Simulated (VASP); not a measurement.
# CuO: single point with RPBE+D3(BJ)

Crystal: CuO.

```
Cu O
1.0
     2.31020   -1.68817    0.00000
     2.31020    1.68817    0.00000
    -0.83854    0.00000    4.98951
Cu O
2 2
Direct
  0.50000 0.00000 0.50000
  0.00000 0.50000 0.00000
  0.41840 0.58160 0.75000
  0.58160 0.41840 0.25000
```

| Property | Result |
| --- | --- |
| Program | VASP 6.6.1 |
| Task | single point |
| Functional | RPBE |
| Dispersion | D3(BJ) |
| Potentials or basis | VASP PAW PBE potentials, release 64 (Cu, O) |
| Cutoff | 520 eV |
| k mesh | 10 × 10 × 5 |
| Occupations | fermi-dirac, width 0.05 eV |
| Spin | no spin polarisation |
| Dipole correction | no |
| Further INCAR settings | ALGO = Normal; EDIFF = 1e-06; NBANDS = 25 |

```json
{"Pressure": "-4.0 GPa", "Largest force": "0.050 eV/Å", "Band gap on the k mesh": "zero (bands 17 and 18 overlap by 0.60 eV)", "Dispersion energy per atom": "-1.219 eV"}
```

Forces on the atoms (eV/Å):
```
Cu   0.000  0.000  0.000
Cu   0.000  0.000  0.000
O    0.000  0.050  0.000
O    0.000 -0.050  0.000
```

Stress tensor (GPa, compression positive):
```
-2.48  0.00 -3.35
 0.00 -6.88  0.00
-3.35  0.00 -2.63
```

Levels at points of the mesh, in eV from the Fermi level:
```
           k point  band 15  band 16  band 17  band 18  band 19  band 20
(0.00, 0.00, 0.00)    -2.30    -1.76     0.21     0.98     1.90     6.14
(0.50, 0.00, 0.00)    -1.62    -1.51     0.01     0.25     4.94     6.56
(0.50, 0.50, 0.00)    -1.71    -1.30    -0.70     1.11     3.30     7.36
```

Run time: 4.9 min on 1 thread of Intel Xeon 8259CL, on a shared host, peak memory 0.23 GiB.

Caveat: the cell stands under tension; the dispersion term is far too large for a dense solid, which distorts pressure and volume; the PAW data sets were made with another functional, which shifts forces and pressure a little; semilocal functionals often make such compounds metallic where correlation or magnetic order opens a gap, which also shifts bond lengths. With open d or f shells a metallic result of RPBE can be an artefact of self-interaction; +U or a hybrid may open a gap.
